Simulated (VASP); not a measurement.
# Si16N (a cell with a defect) in VASP: further runs

Runs on Si16N (a cell with a defect). Level: PBE+D3(BJ). Tasks: single point.

All numbers are computed with VASP 6.6.1; they aren't measurements. Logs are shortened: lines on timing, memory, paths and dates and some standing lists are left out, and cuts for length are marked.

## (1) The cell of the first run

The cell holds a defect, 17 atoms: a = 7.679 Å, b = 7.679 Å, c = 7.679 Å, α = 60.00°, β = 60.00°, γ = 60.00°.

## (2) Single point, PBE+D3(BJ), collinear spin, ferromagnetic start

The input, INCAR:

```
ALGO = Normal
EDIFF = 1E-6
ENCUT = 520
GGA = PE
ISIF = 2
ISMEAR = -1
ISPIN = 2
IVDW = 12
LASPH = T
LCHARG = F
LORBIT = 11
LREAL = Auto
LWAVE = F
MAGMOM = 0 0 0 0 0 0 0 0 0 0 0 0 0 0 0 0 1
NBANDS = 52
NELM = 150
PREC = Accurate
SIGMA = 0.05
```

The input, KPOINTS:

```
k-points
0
Gamma
  2 2 2
```

The input, POSCAR:

```
Si16N
1.0
    0.0000000000      5.4300000000      5.4300000000
    5.4300000000      0.0000000000      5.4300000000
    5.4300000000      5.4300000000      0.0000000000
Si N
16 1
Direct
    0.0415837937     -0.0157274401     -0.0511786372
    0.1387476980      0.0806261510      0.1201104972
   -0.0868232044      0.0344290976      0.4873388582
    0.0885359116      0.1433609576      0.5648158379
    0.0071823204      0.4467219153      0.0363351750
    0.1463812155      0.6346500921      0.1018139963
   -0.0463720074      0.5258011050      0.4793554328
    0.0346040516      0.6323020258      0.6928545120
    0.4813904236     -0.0031583794      0.0941896869
    0.6834530387      0.1948158379      0.0720165746
    0.4741160221      0.1084806630      0.3988305709
    0.5437108656      0.1972099448      0.6185727440
    0.5349079190      0.5786464088     -0.0447053407
    0.6346685083      0.6147974217      0.1965469613
    0.4042817680      0.5872099448      0.5267127072
    0.5763996317      0.7219981584      0.5764364641
    0.4884714549      0.0224125230      0.8553406998
```

Potentials or basis: VASP PAW PBE potentials, release 64 (Si, N).

Launch:

```sh
$ cat potpaw_PBE.64/Si/POTCAR potpaw_PBE.64/N/POTCAR > POTCAR
$ mpirun -np 1 vasp_std > vasp.out
```

OUTCAR:

```text
EDIFF = 1E-6
   ENCUT = 520
   GGA = PE
   ISIF = 2
   ISMEAR = -1
   ISPIN = 2
   IVDW = 12
   LASPH = T
   LORBIT = 11
   LREAL = Auto
   NELM = 150
   PREC = Accurate
 IVDW          = 12

 ion  position               nearest neighbor table
   1  0.042  0.984  0.949-   6 2.21   2 2.31  10 2.36   4 2.47
   2  0.139  0.081  0.120-   9 2.30   5 2.31   1 2.31  17 2.41   3 2.41
   3  0.913  0.034  0.487-   4 2.30  12 2.34   2 2.41   8 2.57
   4  0.089  0.143  0.565-   3 2.30   7 2.42   1 2.47  11 2.50
   5  0.007  0.447  0.036-   8 2.24   2 2.31  14 2.40   6 2.51
   6  0.146  0.635  0.102-   1 2.21   7 2.41  13 2.49   5 2.51
   7  0.954  0.526  0.479-  16 2.41   6 2.41   4 2.42   8 2.57
   8  0.035  0.632  0.693-   5 2.24  15 2.38   7 2.57   3 2.57
   9  0.481  0.997  0.094-  17 1.72   2 2.30  14 2.40  10 2.57  11 2.84  12 3.05
  10  0.683  0.195  0.072-  11 2.17   1 2.36  13 2.41   9 2.57
  11  0.474  0.108  0.399-  10 2.17  16 2.44  12 2.45   4 2.50   9 2.84
  12  0.544  0.197  0.619-  17 1.63   3 2.34  11 2.45  15 2.46   9 3.05
  13  0.535  0.579  0.955-  10 2.41  16 2.45   6 2.49  14 2.50
  14  0.635  0.615  0.197-  15 2.23   5 2.40   9 2.40  13 2.50
  15  0.404  0.587  0.527-  14 2.23  16 2.29   8 2.38  12 2.46
  16  0.576  0.722  0.576-  15 2.29   7 2.41  11 2.44  13 2.45
  17  0.488  0.022  0.855-  12 1.63   9 1.72   2 2.41

  LATTYP: Found a face centered cubic cell.
 ALAT       =    10.8600000000

  Lattice vectors:

 A1 = (   0.0000000000,   5.4300000000,   5.4300000000)
 A2 = (   5.4300000000,   0.0000000000,   5.4300000000)
 A3 = (   5.4300000000,   5.4300000000,   0.0000000000)

Analysis of symmetry for initial positions (statically):
=====================================================================
 Subroutine PRICEL returns:
 Original cell was already a primitive cell.

 Routine SETGRP: Setting up the symmetry group for a
 face centered cubic supercell.

 Subroutine GETGRP returns: Found  1 space group operations
 (whereof  1 operations were pure point group operations)
 out of a pool of 48 trial point group operations.

The static configuration has the point symmetry C_1 .

Analysis of symmetry for dynamics (positions and initial velocities):
=====================================================================
 Subroutine PRICEL returns:
 Original cell was already a primitive cell.

 Routine SETGRP: Setting up the symmetry group for a
 face centered cubic supercell.

 Subroutine GETGRP returns: Found  1 space group operations
 (whereof  1 operations were pure point group operations)
 out of a pool of 48 trial point group operations.
[... 172 lines left out ...]
  ext. energy  EPLUGINS =         0.00000000
  ---------------------------------------------------
  free energy    TOTEN  =       -89.19832549 eV

  energy without entropy =      -89.16639470  energy(sigma->0) =      -89.18236009

 E-fermi :   5.9647     XC(G=0):  -9.6314

 val. band max:        5.9384443831   @ k =   0.0000   0.0000   0.5000
 cond. band min:       5.9865931298   @ k =   0.0000   0.5000   0.5000
 fundamental gap:      0.0481487467
 Fermi energy:         5.9647179815

 spin component 1

 k-point     1 :       0.0000    0.0000    0.0000
  band No.  band energies     occupation
      1      -9.8243      1.00000
      2      -5.7701      1.00000
      3      -4.0299      1.00000
      4      -3.8072      1.00000
      5      -3.6888      1.00000
      6      -3.1816      1.00000
[... 381 lines left out ...]
     45       9.6343      0.00000
     46       9.8628      0.00000
 Fermi energy:         5.9647179815

 spin component 2

 k-point     1 :       0.0000    0.0000    0.0000
  band No.  band energies     occupation
      1      -9.8242      1.00000
      2      -5.7701      1.00000
      3      -4.0299      1.00000
      4      -3.8072      1.00000
      5      -3.6888      1.00000
      6      -3.1816      1.00000
[... 381 lines left out ...]
     45       9.6343      0.00000
     46       9.8628      0.00000
 [bands above 46 left out]

------------------------ aborting loop because EDIFF is reached ----------------------------------------

 Edisp (eV)   -5.29996

 E8    (eV) :    -2.1694

  FORCE on cell =-STRESS in cart. coord.  units (eV):
  Direction    XX          YY          ZZ          XY          YZ          ZX
  --------------------------------------------------------------------------------------
  -------------------------------------------------------------------------------------
  Total      -2.91529     0.21063     0.57914     2.04205    -5.36752    -4.51315
  in kB     -14.58690     1.05389     2.89780    10.21754   -26.85682   -22.58193
  external pressure =       -3.55 kB  Pullay stress =        0.00 kB

 VOLUME and BASIS-vectors are now :
 -----------------------------------------------------------------------------
  energy-cutoff  :      520.00
  volume of cell :      320.21
      direct lattice vectors                 reciprocal lattice vectors
     0.000000000  5.430000000  5.430000000    -0.092081031  0.092081031  0.092081031
     5.430000000  0.000000000  5.430000000     0.092081031 -0.092081031  0.092081031
     5.430000000  5.430000000  0.000000000     0.092081031  0.092081031 -0.092081031

 POSITION                                       TOTAL-FORCE (eV/Angst)
 -----------------------------------------------------------------------------------
     10.49670      5.37790      5.57040         0.529212     -1.820001      0.731771
      1.09000      1.40560      1.19120         0.420005      0.043888     -0.340429
      2.83320      7.60480      5.14550        -0.843833      0.766522     -0.593887
      3.84540      3.54770      1.25920         0.923050      0.791180      1.192202
      2.62300      0.23630      2.46470         1.585399      0.643797      0.562185
      3.99900      1.34770      4.24100        -1.114138      1.369692     -1.275936
[... 9 lines left out ...]
      7.05050      6.25990      7.05030         0.468434      1.086301      0.670940
      4.76620      7.29690      2.77410         0.813039      0.938507     -1.381466
 -----------------------------------------------------------------------------------
    total drift:                               -0.002057      0.002216     -0.003186

  FREE ENERGIE OF THE ION-ELECTRON SYSTEM (eV)
  ---------------------------------------------------
  free  energy   TOTEN  =       -94.4982903880 eV

  energy  without entropy=      -94.4663596001  energy(sigma->0) =      -94.48232499

 total charge

# of ion       s       p       d       tot
------------------------------------------
    1        0.756   0.939   0.000   1.696
    2        0.774   0.891   0.000   1.666
    3        0.785   0.873   0.000   1.658
    4        0.756   0.881   0.000   1.637
    5        0.754   0.919   0.000   1.673
    6        0.757   0.910   0.000   1.667
[... 9 lines left out ...]
   16        0.758   0.889   0.000   1.648
   17        1.283   2.533   0.000   3.816
--------------------------------------------------
tot         13.495  16.929   0.000  30.424

 magnetization (x)

# of ion       s       p       d       tot
------------------------------------------
    1       -0.000  -0.000   0.000  -0.000
    2       -0.000  -0.000   0.000  -0.000
    3       -0.000   0.000   0.000   0.000
    4        0.000   0.000   0.000   0.000
    5        0.000  -0.000   0.000  -0.000
    6        0.000   0.000   0.000   0.000
[... 9 lines left out ...]
   16        0.000   0.000   0.000   0.000
   17       -0.000   0.000   0.000   0.000
--------------------------------------------------
tot         -0.000   0.000   0.000   0.000
```

stdout:

```text
POSCAR found type information on POSCAR SiN
 POSCAR found :  2 types and      17 ions
 scaLAPACK will be used
 LDA part: xc-table for (Slater+PW92), standard interpolation
 POSCAR, INCAR and KPOINTS ok, starting setup
 FFT: planning ... GRIDC
 FFT: planning ... GRID_SOFT
 FFT: planning ... GRID
 WAVECAR not read
 entering main loop
```

Wall time 4.7 min (1 thread of Intel Xeon 6975P-C (Granite Rapids), shared host); peak memory 0.71 GiB.

Results:

```yaml
Free_energy: -94.4983 eV
Pressure: -0.4 GPa
Largest_force: 3.049 eV/Å
Net_moment: 0.00 μB per cell
Valence_electrons_inside_the_program's_atomic_spheres: Si 1.70, 1.67, 1.66, 1.64, 1.62, 1.65, 1.68, 1.71, 1.60; N 3.82
Dispersion_energy_per_atom: -0.312 eV
```

Forces in eV/Å, atoms in the order of the input:
```
Si   0.529 -1.820  0.732
Si   0.420  0.044 -0.340
Si  -0.844  0.767 -0.594
Si   0.923  0.791  1.192
Si   1.585  0.644  0.562
Si  -1.114  1.370 -1.276
Si   0.422  0.428  0.342
Si  -1.145 -2.331  1.083
Si  -0.886  0.872  1.104
Si  -1.272 -1.489  0.632
Si   1.643  1.340 -2.191
Si  -0.498 -2.113  1.185
Si   0.234 -0.232 -0.662
Si  -1.122 -1.201  0.666
Si  -0.157  0.907 -1.725
Si   0.468  1.086  0.671
N    0.813  0.939 -1.381
```

Levels at points of the mesh, in eV from the Fermi level:
Spin up:
```
           k point  band 31  band 32  band 33  band 34  band 35  band 36  band 37  band 38
(0.00, 0.00, 0.00)    -0.64    -0.54    -0.34    -0.25     0.12     0.35     0.58     0.74
(0.50, 0.00, 0.00)    -1.04    -0.92    -0.42    -0.21     0.13     0.67     1.00     1.23
(0.00, 0.50, 0.00)    -1.13    -1.10    -0.80    -0.45    -0.20     0.91     0.99     1.05
(0.00, 0.00, 0.50)    -0.89    -0.71    -0.37    -0.28    -0.03     0.97     1.11     1.32
(0.50, 0.50, 0.50)    -1.13    -0.96    -0.85    -0.68    -0.32     0.76     1.24     1.39
(0.50, 0.50, 0.00)    -1.13    -1.10    -0.92    -0.56     0.42     0.99     1.56     1.61
(0.00, 0.50, 0.50)    -1.28    -1.14    -0.71    -0.39     0.02     1.32     1.42     1.75
(0.50, 0.00, 0.50)    -1.35    -1.02    -0.94    -0.79    -0.09     1.19     1.43     1.69
```
Spin down:
```tsv
k point	band 32	band 33	band 34	band 35	band 36	band 37
(0.00, 0.00, 0.00)	-0.54	-0.34	-0.25	0.12	0.35	0.58
(0.50, 0.00, 0.00)	-0.92	-0.42	-0.21	0.13	0.67	1.00
(0.00, 0.50, 0.00)	-1.10	-0.80	-0.45	-0.20	0.91	0.99
(0.00, 0.00, 0.50)	-0.71	-0.37	-0.28	-0.03	0.97	1.11
(0.50, 0.50, 0.50)	-0.96	-0.85	-0.68	-0.32	0.76	1.24
(0.50, 0.50, 0.00)	-1.10	-0.92	-0.56	0.42	0.99	1.56
(0.00, 0.50, 0.50)	-1.14	-0.71	-0.39	0.02	1.32	1.42
(0.50, 0.00, 0.50)	-1.02	-0.94	-0.79	-0.09	1.19	1.43
```

Caveat: the k points lie up to 0.50 Å⁻¹ apart.

## (3) Single point, PBE+D3(BJ), collinear spin, ferromagnetic start

The input, INCAR:

```
PREC = Accurate ; ENCUT = 520
EDIFF = 1E-7 ; ISMEAR = -1
SIGMA = 0.05 ; LREAL = Auto
LASPH = T ; NELM = 150
ALGO = Normal ; ISIF = 2
LWAVE = F ; LCHARG = T
ISPIN = 2 ; MAGMOM = 0 0 0 0 0 0 0 0 0 0 0 0 0 0 0 0 1
LORBIT = 11 ; GGA = PE
IVDW = 12 ; LELF = T
LVHAR = T ; NBANDS = 52
```

The input, KPOINTS:

```
Automatic mesh
0
Gamma
  2 2 2
```

The input, POSCAR:

```
Si16N
1.0
    0.0000000000      5.4300000000      5.4300000000
    5.4300000000      0.0000000000      5.4300000000
    5.4300000000      5.4300000000      0.0000000000
Si N
16 1
Direct
   -0.0381583794      0.0002946593      0.0110128913
    0.1291988950      0.0998250460      0.1322744015
   -0.0618968692      0.0677163904      0.5117311234
    0.1175598527      0.1291988950      0.6195672192
   -0.0382412523      0.4654419890      0.0397145488
    0.1001657459      0.6489502762      0.0987845304
   -0.0036095764      0.5156169429      0.4756169429
    0.0850552486      0.6456261510      0.6679465930
    0.5255340700      0.0103222836      0.0287569061
    0.6166114180      0.2215285451      0.0805893186
    0.4932688766      0.0273572744      0.4476887661
    0.5766574586      0.1887569061      0.5738581952
    0.4900092081      0.5855156538     -0.0447605893
    0.6150460405      0.6455432781      0.1483977901
    0.4623941068      0.5572191529      0.4922651934
    0.6206169429      0.6490147330      0.5964364641
    0.4214272560      0.0710405157      0.8356261510
```

Potentials or basis: VASP PAW PBE potentials, release 64 (Si, N).

Launch:

```sh
$ cat potpaw_PBE.64/Si/POTCAR potpaw_PBE.64/N/POTCAR > POTCAR
$ mpirun -np 1 vasp_std > vasp.out
```

Run time: 18 min. Hardware: 1 thread of Oxide Virtual Turin-like, shared host; peak memory 0.68 GiB.

It converged, with:

```yaml
Free_energy: -95.2230 eV
Pressure: 0.6 GPa
Largest_force: 2.484 eV/Å
Net_moment: 0.00 μB per cell
Valence_electrons_inside_the_program's_atomic_spheres: Si 1.69, 1.60, 1.67, 1.68, 1.71, 1.64, 1.65, 1.73, 1.75, 1.76, 1.72; N 3.71
Dispersion_energy_per_atom: -0.313 eV
```

Forces on the atoms (eV/Å):
```
Si   0.285 -0.387  2.346
Si  -0.657  0.049  0.102
Si  -1.689  0.314 -1.172
Si   1.224  0.424  0.835
Si  -0.621  0.704  1.844
Si  -0.955  1.479 -0.917
Si   0.559  0.937  0.190
Si  -0.556 -1.531  0.208
Si  -0.048 -1.639 -0.632
Si  -0.685  0.211 -1.229
Si   0.137 -0.349 -0.007
Si   0.812  0.176 -0.956
Si   1.425 -0.233 -0.563
Si  -0.586 -1.847  0.423
Si   0.718  0.258 -2.364
Si   0.107  0.428  1.501
N    0.532  1.005  0.393
```

Stress tensor (GPa, compression positive):
```
 0.40 -0.61  0.02
-0.61  1.87 -1.59
 0.02 -1.59 -0.33
```

Levels at points of the mesh, in eV from the Fermi level:
Spin up:
```csv
k point,band 32,band 33,band 34,band 35,band 36,band 37
"(0.00, 0.00, 0.00)",-0.76,-0.53,-0.14,-0.01,0.35,0.45
"(0.50, 0.00, 0.00)",-1.12,-0.63,-0.34,0.13,0.72,0.91
"(0.00, 0.50, 0.00)",-1.05,-0.68,-0.54,-0.31,0.64,0.81
"(0.00, 0.00, 0.50)",-0.95,-0.77,-0.32,0.15,0.71,1.07
"(0.50, 0.50, 0.50)",-0.99,-0.82,-0.65,-0.18,0.94,1.02
"(0.50, 0.50, 0.00)",-1.26,-1.02,-0.68,0.01,0.89,1.25
"(0.00, 0.50, 0.50)",-1.33,-1.17,-0.87,0.29,1.05,1.32
"(0.50, 0.00, 0.50)",-1.35,-0.93,-0.73,-0.39,0.99,1.16
```
Spin down:
| k point | band 32 | band 33 | band 34 | band 35 | band 36 | band 37 |
| --- | --- | --- | --- | --- | --- | --- |
| (0.00, 0.00, 0.00) | -0.76 | -0.53 | -0.14 | -0.01 | 0.35 | 0.45 |
| (0.50, 0.00, 0.00) | -1.12 | -0.63 | -0.34 | 0.13 | 0.72 | 0.91 |
| (0.00, 0.50, 0.00) | -1.05 | -0.68 | -0.54 | -0.31 | 0.64 | 0.81 |
| (0.00, 0.00, 0.50) | -0.95 | -0.77 | -0.32 | 0.15 | 0.71 | 1.07 |
| (0.50, 0.50, 0.50) | -0.99 | -0.82 | -0.65 | -0.18 | 0.94 | 1.02 |
| (0.50, 0.50, 0.00) | -1.26 | -1.02 | -0.68 | 0.01 | 0.89 | 1.25 |
| (0.00, 0.50, 0.50) | -1.33 | -1.17 | -0.87 | 0.29 | 1.05 | 1.32 |
| (0.50, 0.00, 0.50) | -1.35 | -0.93 | -0.73 | -0.39 | 0.99 | 1.16 |

Caveat: the k points lie up to 0.50 Å⁻¹ apart.

## (4) Single point, PBE+D3(BJ), collinear spin, ferromagnetic start

The input, INCAR:

```
  PREC = Accurate
  ENCUT = 520
  EDIFF = 1E-6
  ISMEAR = -1
  SIGMA = 0.05
  LREAL = Auto
  LASPH = True
  NELM = 150
  ALGO = Normal
  ISIF = 2
  LWAVE = False
  LCHARG = False
  ISPIN = 2
  MAGMOM = 0 0 0 0 0 0 0 0 0 0 0 0 0 0 0 0 1
  LORBIT = 11
  GGA = PE
  IVDW = 12
  NBANDS = 52
```

The input, KPOINTS:

```
regular mesh
0
Gamma
  2 2 2
```

The input, POSCAR:

```
Si16N
1.0
    0.0000000000      5.4300000000      5.4300000000
    5.4300000000      0.0000000000      5.4300000000
    5.4300000000      5.4300000000      0.0000000000
Si N
16 1
Direct
    0.0208011050      0.0050184162     -0.0533057090
    0.1399263352      0.0545856354      0.1439410681
   -0.0646685083      0.0065653775      0.5073388582
    0.0955801105      0.1625230203      0.5876979742
    0.0186095764      0.4470073665      0.0308195212
    0.1482965009      0.5922559853      0.1179465930
   -0.0010405157      0.5254235727      0.4858839779
    0.0183425414      0.6578637201      0.6634438306
    0.5024769797      0.0248158379      0.0704880295
    0.6465469613      0.2141160221      0.0528821363
    0.4672099448      0.0494014733      0.4759760589
    0.5541620626      0.2199631676      0.5877532228
    0.4789134438      0.6167955801     -0.0462799263
    0.6127808471      0.6449723757      0.1420257827
    0.3973664825      0.5741068140      0.5281952118
    0.6252670350      0.6804419890      0.5834438306
    0.4809023941      0.0350828729      0.8388397790
```

Launch:

```sh
$ cat potpaw_PBE.64/Si/POTCAR potpaw_PBE.64/N/POTCAR > POTCAR
$ mpirun -np 1 vasp_std > vasp.out
```

It took 18 min on 1 thread of Oxide Virtual Turin-like, shared host; peak memory 0.68 GiB.

It converged, with:

```
Free energy                                           : -93.8949 eV
Pressure                                              : 0.0 GPa
Largest force                                         : 3.755 eV/Å
Net moment                                            : 0.00 μB per cell
Valence electrons inside the program's atomic spheres : Si 1.64, 1.62, 1.67, 1.69, 1.63, 1.68, 1.75, 1.74, 1.65, 1.66; N 3.70
Dispersion energy per atom                            : -0.313 eV
```

Forces in eV/Å, atoms in the order of the input:
```
Si   0.570  0.862 -1.420
Si   0.393 -0.561  1.145
Si   1.795 -1.145  1.632
Si  -1.115  0.150 -0.702
Si  -0.019 -1.284 -1.045
Si   1.406 -1.220  0.989
Si  -1.439 -1.645 -1.040
Si   0.764  3.237  0.251
Si  -2.619 -1.741 -2.053
Si   1.257  0.938  1.050
Si  -0.777 -1.103  1.354
Si  -1.007  0.785 -1.159
Si  -1.408  0.864  0.200
Si   1.151  1.449  0.159
Si  -0.406  0.317  1.757
Si   0.255 -0.890 -1.203
N    1.198  0.986  0.086
```

Stress tensor (GPa, compression positive):
```
-0.85  1.67  1.31
 1.67 -0.28 -1.11
 1.31 -1.11  1.00
```

Levels at points of the mesh, in eV from the Fermi level:
Spin up:
| k point | band 30 | band 31 | band 32 | band 33 | band 34 | band 35 | band 36 | band 37 | band 38 | band 39 |
| --- | --- | --- | --- | --- | --- | --- | --- | --- | --- | --- |
| (0.00, 0.00, 0.00) | -1.09 | -0.99 | -0.81 | -0.44 | -0.27 | -0.12 | 0.11 | 0.35 | 0.56 | 0.77 |
| (0.50, 0.00, 0.00) | -1.41 | -1.19 | -1.02 | -0.83 | -0.58 | 0.21 | 0.53 | 0.79 | 1.08 | 1.38 |
| (0.00, 0.50, 0.00) | -1.39 | -1.12 | -1.03 | -0.86 | -0.73 | -0.11 | 0.62 | 0.78 | 1.00 | 1.28 |
| (0.00, 0.00, 0.50) | -1.48 | -1.19 | -0.83 | -0.49 | -0.32 | 0.30 | 0.39 | 0.81 | 0.93 | 1.12 |
| (0.50, 0.50, 0.50) | -1.42 | -0.99 | -0.88 | -0.71 | -0.56 | -0.11 | 0.66 | 0.93 | 1.14 | 1.30 |
| (0.50, 0.50, 0.00) | -1.71 | -1.53 | -1.32 | -0.99 | -0.49 | 0.61 | 0.80 | 1.07 | 1.62 | 1.76 |
| (0.00, 0.50, 0.50) | -1.52 | -1.45 | -1.33 | -1.04 | -0.35 | 0.07 | 0.96 | 1.18 | 1.68 | 1.73 |
| (0.50, 0.00, 0.50) | -1.61 | -1.36 | -1.15 | -1.07 | -0.48 | -0.22 | 0.94 | 1.22 | 1.54 | 1.75 |
Spin down:
```csv
k point,band 30,band 31,band 32,band 33,band 34,band 35,band 36,band 37,band 38,band 39
"(0.00, 0.00, 0.00)",-1.09,-0.99,-0.81,-0.44,-0.27,-0.12,0.11,0.35,0.56,0.77
"(0.50, 0.00, 0.00)",-1.41,-1.19,-1.02,-0.83,-0.58,0.21,0.53,0.79,1.08,1.38
"(0.00, 0.50, 0.00)",-1.39,-1.12,-1.03,-0.86,-0.73,-0.11,0.62,0.78,1.00,1.28
"(0.00, 0.00, 0.50)",-1.48,-1.19,-0.83,-0.49,-0.32,0.30,0.39,0.81,0.93,1.12
"(0.50, 0.50, 0.50)",-1.42,-0.99,-0.88,-0.71,-0.56,-0.11,0.66,0.93,1.14,1.30
"(0.50, 0.50, 0.00)",-1.71,-1.53,-1.32,-0.99,-0.49,0.61,0.80,1.07,1.62,1.76
"(0.00, 0.50, 0.50)",-1.52,-1.45,-1.33,-1.04,-0.35,0.07,0.96,1.18,1.68,1.73
"(0.50, 0.00, 0.50)",-1.61,-1.36,-1.15,-1.07,-0.48,-0.22,0.94,1.22,1.54,1.75
```

Caveat: the k points lie up to 0.50 Å⁻¹ apart.
